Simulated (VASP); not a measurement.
BiTe, 8 atoms in the cell. It takes space group Fm-3m (No. 225, cubic). Conventional cell: a = 6.470 Å, b = 6.470 Å, c = 6.470 Å, α = 90.00°, β = 90.00°, γ = 90.00°. Within 4.3 Å of Bi (site symmetry m-3m) lie 6 Te at 3.23 Å. Te (site symmetry m-3m) has 6 Bi at 3.23 Å within 4.3 Å. 

* Program: VASP 6.6.1
* Task: single point
* Functional: LDA
* Potentials or basis: VASP PAW LDA potentials, release 64 (Bi_d, Te)
* Cutoff: 520 eV
* k mesh: 8 × 8 × 8
* Occupations: methfessel-paxton, width 0.02 eV
* Spin: no spin polarisation
* Dipole correction: no
* Further INCAR settings: ALGO = Normal; EDIFF = 1e-07; NBANDS = 52

Potentials or basis: VASP PAW LDA potentials, release 64 (Bi_d, Te).

Run with:

```sh
$ cat potpaw_LDA.64/Bi_d/POTCAR potpaw_LDA.64/Te/POTCAR > POTCAR
$ mpirun -np 1 vasp_std > vasp.out
```

Hardware: 1 thread of Intel(R) Xeon(R) Platinum 8488C (Sapphire Rapids), on a shared host.

**Question.** How long does it take, and how much memory?

**Answer.** Wall time 4.6 min on 1 thread of Intel(R) Xeon(R) Platinum 8488C (Sapphire Rapids), on a shared host, peak memory 0.5 GiB. Counts: scf iterations 14, k points 35.
